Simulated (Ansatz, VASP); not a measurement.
## Two plane-wave programs on Ga2PN

Contents of POSCAR:

```
Ga2PN
1.0
    3.5309103171      0.0000000000      0.0000000000
    0.0000000000      3.5309103171      0.0000000000
    0.0000000000      0.0000000000      4.9571255162
N Ga P
1 2 1
Direct
    0.0000000000      0.0000000000      0.0000000000
    0.0000000000      0.5000000000      0.7927838361
    0.5000000000      0.0000000000      0.2072161639
    0.5000000000      0.5000000000      0.5000000000
```

The input INCAR.step1:

```
SYSTEM = Ga2PN
PREC = Accurate
ENCUT = 520
ISMEAR = -1
SIGMA = 0.02
LREAL = .FALSE.
LASPH = .TRUE.
NELM = 80
NBANDS = 26
GGA = PE
ALGO = Normal
EDIFF = 1E-4
LWAVE = .TRUE.
LCHARG = .FALSE.
```

File INCAR.step2:

```
SYSTEM = Ga2PN
PREC = Accurate
ENCUT = 520
EDIFF = 1E-7
ISMEAR = -1
SIGMA = 0.02
LREAL = .FALSE.
LASPH = .TRUE.
NELM = 80
ALGO = Normal
ISIF = 2
LWAVE = .FALSE.
LCHARG = .TRUE.
METAGGA = R2SCAN
LMIXTAU = .TRUE.
LELF = .TRUE.
LVHAR = .TRUE.
NBANDS = 26
ISTART = 1
```

Contents of KPOINTS:

```
Automatic mesh
0
G
  8 8 6
  0 0 0
```

Input for Ansatz:

```yaml
crystal:
  lattice:
    - [3.5309103171, 0.0, 0.0]
    - [0.0, 3.5309103171, 0.0]
    - [0.0, 0.0, 4.9571255162]
  atoms:
    - { symbol: "N", position: [0.0, 0.0, 0.0] }
    - { symbol: Ga, position: [0.0, 0.5, 0.7927838361] }
    - { symbol: P, position: [0.5, 0.5, 0.5] }
    - { symbol: Ga, position: [0.5, 0.0, 0.2072161639] }
kpoints:
  mp_grid: { grid: [8, 8, 6] }
  band_path:
    path:
      - [0.0, 0.0, 0.0]
      - [0.0, 0.5, 0.0]
      - [0.5, 0.5, 0.0]
      - [0.0, 0.0, 0.5]
      - [0.0, 0.5, 0.5]
      - [0.5, 0.5, 0.5]
      - [0.0, 0.0, 0.05]
    npoints: 1
hamiltonian:
  xc: r2scan
scf:
  occupations: { method: fermi_dirac, width: 0.02 }
  n_extra_bands: 5
output:
  forces: true
  stress: true
  eigenvalues: true
```

Alike in both runs: task single point; functional r2SCAN; k mesh 8 × 8 × 6; occupations fermi-dirac, width 0.02 eV; no spin polarisation.

|  | VASP | Ansatz |
| --- | --- | --- |
| version | VASP 6.6.1 | Ansatz 0.2.0 |
| potentials or method | VASP PAW PBE potentials, release 64 (N, Ga_d, P) | plane waves, PAW |
| plane-wave cutoff (eV) | 520 | 500 |
| valence electrons in the cell | 36 | 36 |

|  | VASP | Ansatz | Ansatz less VASP |
| --- | --- | --- | --- |
| pressure (GPa) | 0.2 | 0.0 | -0.26 |
| rms of the force components (eV/Å) | 0.027 | 0.004 | -0.0228 |

VASP's potentials were made for PBE, not for r2SCAN. With one functional, cell and mesh, what is left measures potentials, basis and numerics.
